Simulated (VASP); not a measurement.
# Co (Fd-3m) in VASP: notebook

Co is run at these levels: r2SCAN; tasks: single point, relaxation of cell and atoms.

Program: VASP 6.6.1. These are calculated values, not measurements. Logs are shortened: lines on timing, memory, paths and dates and some standing lists are left out, and cuts for length are marked.

### 1 The cell of the first run

Symmetry: Fd-3m, No. 227, cubic system. Conventional cell: a = 5.041 Å, b = 5.041 Å, c = 5.041 Å, α = 90.00°, β = 90.00°, γ = 90.00°. Within 2.9 Å of Co (site symmetry -43m) lie 4 Co at 2.18 Å.

### 2 Single point, r2SCAN, collinear spin, ferromagnetic start

POSCAR reads:

```
Co
1.0
    0.0000000000      2.5205007020      2.5205007020
    2.5205007020      0.0000000000      2.5205007020
    2.5205007020      2.5205007020      0.0000000000
Co
2
Direct
    0.0000000000      0.0000000000      0.0000000000
    0.2500000000      0.2500000000      0.2500000000
```

INCAR.step1 reads:

```
SYSTEM = Co
PREC = Accurate ; ENCUT = 520
ISMEAR = 0 ; SIGMA = 0.1
LREAL = .FALSE. ; LASPH = .TRUE.
NELM = 150 ; ISPIN = 2
MAGMOM = 2.49 2.49 ; LMAXMIX = 4
NBANDS = 20 ; GGA = PE
ALGO = Normal ; EDIFF = 1E-4
LWAVE = .TRUE. ; LCHARG = .FALSE.
```

INCAR.step2 reads:

```
SYSTEM = Co
PREC = Accurate ; ENCUT = 520
EDIFF = 1E-6 ; ISMEAR = 0
SIGMA = 0.1 ; LREAL = .FALSE.
LASPH = .TRUE. ; NELM = 150
ALGO = Normal ; ISIF = 2
LWAVE = .FALSE. ; LCHARG = .FALSE.
ISPIN = 2 ; MAGMOM = 2.49 2.49
LORBIT = 11 ; LMAXMIX = 4
METAGGA = R2SCAN ; LMIXTAU = .TRUE.
NBANDS = 20 ; ISTART = 1
```

KPOINTS reads:

```
regular mesh
0
G
  6 6 6
  0 0 0
```

Potentials or basis: VASP PAW PBE potentials, release 64 (Co).

On the command line:

```bash
$ cat potpaw_PBE.64/Co/POTCAR > POTCAR
$ cp INCAR.step1 INCAR
$ mpirun -np 1 vasp_std > vasp.out
$ cp INCAR.step2 INCAR
$ mpirun -np 1 vasp_std > vasp.out
```

OUTCAR:

```text
SYSTEM = Co
   PREC = Accurate
   ENCUT = 520
   EDIFF = 1E-6
   ISMEAR = 0
   LREAL = .FALSE.
   LASPH = .TRUE.
   NELM = 150
   ISIF = 2
   ISPIN = 2
   LORBIT = 11
   METAGGA = R2SCAN
   ISTART = 1

 ion  position               nearest neighbor table
   1  0.000  0.000  0.000-   2 2.18   2 2.18   2 2.18   2 2.18
   2  0.250  0.250  0.250-   1 2.18   1 2.18   1 2.18   1 2.18

  LATTYP: Found a face centered cubic cell.
 ALAT       =     5.0410014040

  Lattice vectors:

 A1 = (   0.0000000000,   2.5205007020,   2.5205007020)
 A2 = (   2.5205007020,   0.0000000000,   2.5205007020)
 A3 = (   2.5205007020,   2.5205007020,   0.0000000000)

Analysis of symmetry for initial positions (statically):
=====================================================================
 Subroutine PRICEL returns:
 Original cell was already a primitive cell.

 Routine SETGRP: Setting up the symmetry group for a
 face centered cubic supercell.

 Subroutine GETGRP returns: Found 48 space group operations
 (whereof 24 operations were pure point group operations)
 out of a pool of 48 trial point group operations.

The static configuration has the point symmetry T_d .
 The point group associated with its full space group is O_h .

Analysis of symmetry for dynamics (positions and initial velocities):
=====================================================================
 Subroutine PRICEL returns:
 Original cell was already a primitive cell.

 Routine SETGRP: Setting up the symmetry group for a
 face centered cubic supercell.

 Subroutine GETGRP returns: Found 48 space group operations
 (whereof 24 operations were pure point group operations)
 out of a pool of 48 trial point group operations.

The dynamic configuration has the point symmetry T_d .
 The point group associated with its full space group is O_h .

Analysis of structural, dynamic, and magnetic symmetry:
=====================================================================
 Subroutine PRICEL returns:
 Original cell was already a primitive cell.

 Routine SETGRP: Setting up the symmetry group for a
 face centered cubic supercell.

 Subroutine GETGRP returns: Found 48 space group operations
 (whereof 24 operations were pure point group operations)
 out of a pool of 48 trial point group operations.

The overall configuration has the point symmetry T_d .
 The point group associated with its full space group is O_h .

 Subroutine INISYM returns: Found 48 space group operations
 (whereof 24 operations are pure point group operations),
 and found     1 'primitive' translations

----------------------------------------------------------------------------------------

                                     Primitive cell

  volume of cell :      32.0251

  direct lattice vectors                    reciprocal lattice vectors
     0.000000000  2.520500702  2.520500702    -0.198373283  0.198373283  0.198373283
     2.520500702  0.000000000  2.520500702     0.198373283 -0.198373283  0.198373283
     2.520500702  2.520500702  0.000000000     0.198373283  0.198373283 -0.198373283

  length of vectors
     3.564526277  3.564526277  3.564526277     0.343592606  0.343592606  0.343592606

  position of ions in fractional coordinates (direct lattice)
     0.000000000  0.000000000  0.000000000
     0.250000000  0.250000000  0.250000000

  ion indices of the primitive-cell ions
   primitive index   ion index
                 1           1
                 2           2

----------------------------------------------------------------------------------------

 KPOINTS: regular mesh

Automatic generation of k-mesh.
 Grid dimensions read from file:
 generate k-points for:    6    6    6

 Generating k-lattice:

  Cartesian coordinates                     Fractional coordinates (reciprocal lattice)
    -0.033062214  0.033062214  0.033062214     0.166666667  0.000000000  0.000000000
     0.033062214 -0.033062214  0.033062214     0.000000000  0.166666667  0.000000000
     0.033062214  0.033062214 -0.033062214     0.000000000  0.000000000  0.166666667

  Length of vectors
     0.057265434  0.057265434  0.057265434

  Shift w.r.t. Gamma in fractional coordinates (k-lattice)
     0.000000000  0.000000000  0.000000000

 Subroutine IBZKPT returns following result:
 ===========================================

 Found     16 irreducible k-points:

 Following reciprocal coordinates:
            Coordinates               Weight
  0.000000  0.000000  0.000000      1.000000
  0.166667  0.000000  0.000000      8.000000
  0.333333  0.000000  0.000000      8.000000
  0.500000  0.000000  0.000000      4.000000
  0.166667  0.166667  0.000000      6.000000
  0.333333  0.166667  0.000000     24.000000
[... 8 lines left out ...]
 -0.333333  0.333333  0.166667     24.000000
 -0.333333  0.500000  0.166667     12.000000
   k-points           NKPTS =     16   k-points in BZ     NKDIM =     16   number of bands    NBANDS=     20
   number of dos      NEDOS =    301   number of ions     NIONS =      2
   total plane-waves  NPLWV =  21952
   dimension x,y,z NGX =    28 NGY =   28 NGZ =   28
   dimension x,y,z NGXF=    56 NGYF=   56 NGZF=   56
   ions per type =               2
   NGX,Y,Z   is equivalent  to a cutoff of  13.06, 13.06, 13.06 a.u.
   NGXF,Y,Z  is equivalent  to a cutoff of  26.12, 26.12, 26.12 a.u.
 SYSTEM =  Co
   PREC   = accura    normal or accurate (medium, high low for compatibility)
   ISTART =      1    job   : 0-new  1-cont  2-samecut
   ICHARG =      0    charge: 1-file 2-atom 10-const
   ISPIN  =      2    spin polarized calculation?
   LNONCOLLINEAR =      F non collinear calculations
   LSORBIT =      F    spin-orbit coupling
   LASPH  =      T    aspherical Exc in radial PAW
   ENCUT  =  520.0 eV  38.22 Ry    6.18 a.u.   6.63  6.63  6.63*2*pi/ulx,y,z
   NELM   =    150;   NELMIN=  2; NELMDL=  0     # of ELM steps
   EDIFF  = 0.1E-05   stopping-criterion for ELM
   LREAL  =      F    real-space projection
   EDIFFG = 0.1E-04   stopping-criterion for IOM
   NSW    =      0    number of steps for IOM
   IBRION =     -1    ionic relax: 0-MD 1-quasi-New 2-CG
   NFREE  =      0    steps in history (QN), initial steepest desc. (CG)
   ISIF   =      2    stress and relaxation
   ISYM   =      2    0-nonsym 1-usesym 2-fastsym
   POTIM  = 0.5000    time-step for ionic-motion
   TEBEG  =    0.0;   TEEND  =   0.0 temperature during run
   PSTRESS=    0.0 pullay stress
   NELECT =      18.0000    total number of electrons
   NUPDOWN=      -1.0000    fix difference up-down
   EMIN   =  10.00;   EMAX   =-10.00  energy-range for DOS
   EFERMI =   0.00;   METHOD = LEGACY
   ISMEAR =     0;   SIGMA  =   0.10  broadening in eV -4-tet -1-fermi 0-gaus
   EFERMI_NEDOS =   21; number of points for ismear=-14 and -15
   IALGO  =     38    algorithm
   IMIX   =      4    mixing-type and parameters
     AMIX     =   0.40;   BMIX     =  1.00
     AMIX_MAG =   1.60;   BMIX_MAG =  1.00
  volume/ion in A,a.u.               =      16.01       108.06
  Fermi-wavevector in a.u.,A,eV,Ry     =   1.351042  2.553099 24.834911  1.825314
  Thomas-Fermi vector in A             =   2.478497
   LORBIT       =     11    0 simple, 1 ext, 2 COOP (PROOUT), +10 PAW based schemes
   METAGGA = R2SCAN    functional components
   LHFCALC =     F    Hartree Fock is set to
   AEXX    =    0.0000 exact exchange contribution
   IVDW    =     0    specifies the selected vdW correction
   LEPSILON=     F    determine dielectric tensor
   LRPA    =     F    only Hartree local field effects (RPA)
 spin polarized calculation
 Gauss-broadening in eV      SIGMA  =   0.10
  energy-cutoff  :      520.00
  volume of cell :       32.03
 maximum number of plane-waves:       881
 NGX is ok and might be reduce to    28
   NGX = 13   NGY = 13   NGZ = 13

 number of electron      18.0000009 magnetization       3.6368380

 Free energy of the ion-electron system (eV)
  ---------------------------------------------------
  ext. energy  EPLUGINS =         0.00000000
  ---------------------------------------------------
  free energy    TOTEN  =       -23.78692967 eV

  energy without entropy =      -23.77952403  energy(sigma->0) =      -23.78322685

 E-fermi :   5.6388     XC(G=0): -11.7422

 val. band max:        5.5719456475   @ k =  -0.3333   0.3333   0.0000
 cond. band min:       5.6867958745   @ k =  -0.3333   0.3333   0.1667
 fundamental gap:      0.1148502269
 Fermi energy:         5.6387723287

 spin component 1

 k-point     1 :       0.0000    0.0000    0.0000
  band No.  band energies     occupation
      1      -1.2789      1.00000
      2       1.4231      1.00000
      3       1.4231      1.00000
      4       1.7097      1.00000
      5       1.7098      1.00000
      6       1.7098      1.00000
[... 12 lines left out ...]
     19      21.5418      0.00000
     20      23.3608      0.00000

 k-point     2 :       0.1667    0.0000    0.0000
  band No.  band energies     occupation
      1      -0.7566      1.00000
      2       1.3401      1.00000
      3       1.3401      1.00000
      4       1.7421      1.00000
      5       1.8834      1.00000
      6       1.8835      1.00000
[... 12 lines left out ...]
     19      21.9285      0.00000
     20      21.9285      0.00000
[... 280 lines left out ...]
      2       1.1522      1.00000
      3       1.8461      1.00000
      4       2.0823      1.00000
      5       2.1357      1.00000
      6       2.4224      1.00000
[... 12 lines left out ...]
     19      26.7809      0.00000
     20      27.2968      0.00000

 k-point    16 :      -0.3333    0.5000    0.1667
  band No.  band energies     occupation
      1       1.0656      1.00000
      2       1.0657      1.00000
      3       1.9427      1.00000
      4       1.9428      1.00000
      5       2.5551      1.00000
      6       2.5552      1.00000
[... 12 lines left out ...]
     19      31.1476      0.00000
     20      31.1476      0.00000
 Fermi energy:         5.6387723287

 spin component 2

 k-point     1 :       0.0000    0.0000    0.0000
  band No.  band energies     occupation
      1      -1.4695      1.00000
      2       3.6067      1.00000
      3       3.6068      1.00000
      4       3.6068      1.00000
      5       3.9206      1.00000
      6       3.9206      1.00000
[... 12 lines left out ...]
     19      21.7440      0.00000
     20      23.6488      0.00000

 k-point     2 :       0.1667    0.0000    0.0000
  band No.  band energies     occupation
      1      -0.9328      1.00000
      2       3.4922      1.00000
      3       3.4922      1.00000
      4       3.6444      1.00000
      5       4.1499      1.00000
      6       4.1499      1.00000
[... 12 lines left out ...]
     19      22.3523      0.00000
     20      22.3523      0.00000
[... 281 lines left out ...]
      3       3.3859      1.00000
      4       3.8661      1.00000
      5       4.2700      1.00000
      6       4.4488      1.00000
[... 12 lines left out ...]
     19      27.1718      0.00000
     20      28.0777      0.00000

 k-point    16 :      -0.3333    0.5000    0.1667
  band No.  band energies     occupation
      1       3.0058      1.00000
      2       3.0058      1.00000
      3       3.6986      1.00000
      4       3.6986      1.00000
      5       4.3095      1.00000
      6       4.3095      1.00000
[... 12 lines left out ...]
     19      31.6722      0.00000
     20      31.6722      0.00000

------------------------ aborting loop because EDIFF is reached ----------------------------------------

  FORCE on cell =-STRESS in cart. coord.  units (eV):
  Direction    XX          YY          ZZ          XY          YZ          ZX
  --------------------------------------------------------------------------------------
  -------------------------------------------------------------------------------------
  Total       -0.1547653     -0.1547653     -0.1547653     -0.0000000     -0.0000000      0.0000000
  in kB       -7.7427223     -7.7427223     -7.7427223     -0.0000000     -0.0000000      0.0000000
  external PRESSURE =      -7.7427223 kB  Pullay stress =       0.0000000 kB

 VOLUME and BASIS-vectors are now :
 -----------------------------------------------------------------------------
  energy-cutoff  :      520.00
  volume of cell :       32.03
      direct lattice vectors                 reciprocal lattice vectors
     0.000000000  2.520500702  2.520500702    -0.198373283  0.198373283  0.198373283
     2.520500702  0.000000000  2.520500702     0.198373283 -0.198373283  0.198373283
     2.520500702  2.520500702  0.000000000     0.198373283  0.198373283 -0.198373283

 POSITION                                       TOTAL-FORCE (eV/Angst)
 -----------------------------------------------------------------------------------
      0.00000      0.00000      0.00000        -0.000000     -0.000000     -0.000000
      1.26025      1.26025      1.26025         0.000000      0.000000      0.000000
 -----------------------------------------------------------------------------------
    total drift:                                0.000000      0.000000      0.000000

  FREE ENERGIE OF THE ION-ELECTRON SYSTEM (eV)
  ---------------------------------------------------
  free  energy   TOTEN  =       -23.7869296724 eV

  energy  without entropy=      -23.7795240297  energy(sigma->0) =      -23.78322685

 total charge

# of ion       s       p       d       tot
------------------------------------------
    1        0.566   0.387   7.300   8.254
    2        0.566   0.387   7.300   8.254
--------------------------------------------------
tot          1.133   0.775  14.600  16.508

 magnetization (x)

# of ion       s       p       d       tot
------------------------------------------
    1       -0.041  -0.044   1.921   1.835
    2       -0.041  -0.044   1.921   1.835
--------------------------------------------------
tot         -0.083  -0.089   3.842   3.671
```

Wall time 78 s (1 thread of Intel Xeon 6975P-C, shared host); peak memory 0.19 GiB.

Results:

```yaml
Free_energy: -23.7869 eV
Pressure: -0.8 GPa
Net_moment: 3.64 μB per cell
Site_moments: Co +1.83 μB
Valence_electrons_inside_the_program's_atomic_spheres: Co 8.25
```

Levels at points of the mesh, in eV from the Fermi level:
Spin up:
```
           k point  band 8  band 9  band 10  band 11  band 12  band 13  band 14  band 15
(0.00, 0.00, 0.00)   -2.30   -2.30    -1.45    -1.45    12.56    12.56    12.56    12.86
(0.50, 0.00, 0.00)   -2.14   -1.62    -1.43    -1.43     0.25     9.13     9.13    12.66
(0.50, 0.50, 0.00)   -2.79   -1.25    -1.25     0.90     0.90     4.65     4.65     9.83
```
Spin down:
| k point | band 4 | band 5 | band 6 | band 7 | band 8 | band 9 | band 10 | band 11 |
| --- | --- | --- | --- | --- | --- | --- | --- | --- |
| (0.00, 0.00, 0.00) | -2.03 | -1.72 | -1.72 | 0.05 | 0.05 | 0.05 | 1.76 | 1.76 |
| (0.50, 0.00, 0.00) | -1.93 | -1.66 | -1.66 | -1.57 | 0.75 | 0.75 | 1.31 | 1.31 |
| (0.50, 0.50, 0.00) | -1.84 | -1.80 | -1.80 | 0.08 | 0.08 | 1.44 | 1.44 | 2.72 |

Caveat: the PAW data sets were made with another functional, which shifts forces and pressure a little.

[end of part 1 of 2]
